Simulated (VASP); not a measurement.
## Ge2Sb2Te5: single point with PBE

The system is Ge2Sb2Te5.

```
Ge Sb Te
1.0
     3.90306    0.00000    0.00000
    -1.95153    3.38015    0.00000
     0.00000    0.00000   18.13245
Ge Sb Te
2 2 5
Direct
  0.00000 0.00000 0.33147
  0.00000 0.00000 0.66853
  0.33333 0.66667 0.11216
  0.66667 0.33333 0.88784
  0.00000 0.00000 0.00000
  0.33333 0.66667 0.79136
  0.66667 0.33333 0.20864
  0.33333 0.66667 0.40975
  0.66667 0.33333 0.59025
```

* Program: VASP 6.6.1
* Task: single point
* Functional: PBE
* Potentials or basis: VASP PAW PBE potentials, release 64 (Ge_d, Sb, Te)
* Cutoff: 520 eV
* k mesh: 12 × 12 × 2
* Occupations: gaussian, width 0.03 eV
* Spin: no spin polarisation
* Dipole correction: no
* Further INCAR settings: ALGO = Normal; EDIFF = 1e-06; NBANDS = 44

The pressure is 11.7 GPa. The largest force is 1.360 eV/Å and the band gap on the k mesh is zero (bands 34 and 35 overlap by 0.81 eV).

Forces in eV/Å, atoms in the order of the input:
```
Ge   0.000  0.000 -0.961
Ge   0.000  0.000  0.961
Sb   0.000  0.000 -0.712
Sb   0.000  0.000  0.712
Te   0.000  0.000  0.000
Te   0.000  0.000 -1.360
Te   0.000  0.000  1.360
Te   0.000  0.000  1.144
Te   0.000  0.000 -1.144
```

Stress tensor (GPa, compression positive):
```
12.62  0.00  0.00
 0.00 12.62  0.00
 0.00  0.00  9.81
```

Levels at points of the mesh, in eV from the Fermi level:
| k point | band 30 | band 31 | band 32 | band 33 | band 34 | band 35 | band 36 | band 37 | band 38 | band 39 |
| --- | --- | --- | --- | --- | --- | --- | --- | --- | --- | --- |
| (0.00, 0.00, 0.00) | -1.12 | -1.12 | -0.53 | -0.45 | 0.60 | 0.63 | 0.63 | 0.82 | 1.49 | 1.49 |
| (0.50, 0.00, 0.00) | -2.85 | -2.65 | -1.82 | -1.56 | -1.23 | -0.21 | 0.49 | 0.86 | 1.40 | 1.43 |
| (0.00, 0.00, 0.50) | -1.40 | -1.13 | -1.13 | 0.01 | 0.49 | 0.65 | 0.65 | 0.84 | 1.43 | 1.43 |
| (0.50, 0.00, 0.50) | -3.01 | -2.41 | -2.36 | -1.78 | -0.76 | 0.14 | 0.33 | 0.78 | 1.42 | 1.47 |

It took 15 min on 1 thread of Intel Xeon 8259CL, on a shared host, peak memory 0.57 GiB.

Caveat: the cell stands under pressure; spin-orbit coupling is left out, which moves the levels of the heavy elements; this functional lacks dispersion, which binds layers or chains, so the pressure and a relaxed spacing across them are unreliable; forces of over 1 eV/Å act on the atoms, so gaps and moduli don't describe the material at rest.
